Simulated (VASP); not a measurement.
The system is MnC2.

```
Mn C
1.0
     0.00000    3.05134    3.05134
     3.05134    0.00000    3.05134
     3.05134    3.05134    0.00000
Mn C
2 4
Direct
  0.00000 0.00000 0.00000
  0.25000 0.25000 0.25000
  0.62500 0.62500 0.62500
  0.12500 0.62500 0.62500
  0.62500 0.62500 0.12500
  0.62500 0.12500 0.62500
```

| Property | Result |
| --- | --- |
| Program | VASP 6.6.1 |
| Task | relaxation of cell and atoms |
| Functional | PBE |
| Potentials or basis | VASP PAW PBE potentials, release 64 (Mn_pv, C) |
| Cutoff | 600 eV |
| k mesh | 6 × 6 × 6 |
| Occupations | gaussian, width 0.1 eV |
| Spin | collinear spin, ferromagnetic start |
| Starting moments | [3.65, 3.65, 0.0, 0.0, 0.0, 0.0] μB |

At the start: pressure -13.9 GPa; volume 9.47 Å³/atom.

How do energy, volume and symmetry change on relaxing?

Over 4 steps the energy falls by 77.9 meV/atom and the volume is 8.15 Å³/atom (-14.0 %); space group Fd-3m (No. 227, to 0.1 Å) before and after; moment 5.45 μB per cell.

The path:
| step | energy change (eV) | largest force (eV/Å) | pressure (GPa) | volume (Å³) |
| --- | --- | --- | --- | --- |
| 1 | 0.0000 | 0.0000 | -13.94 | 56.82 |
| 2 | -0.4366 | 0.0000 | -4.00 | 50.31 |
| 3 | -0.4663 | 0.0000 | -1.17 | 49.29 |
| 4 | -0.4676 | 0.0000 | 0.08 | 48.88 |

Final structure:
```
Mn C
1.0
     0.00000    2.90203    2.90203
     2.90203    0.00000    2.90203
     2.90203    2.90203    0.00000
Mn C
2 4
Direct
  0.00000 0.00000 0.00000
  0.25000 0.25000 0.25000
  0.62500 0.62500 0.62500
  0.12500 0.62500 0.62500
  0.62500 0.62500 0.12500
  0.62500 0.12500 0.62500
```
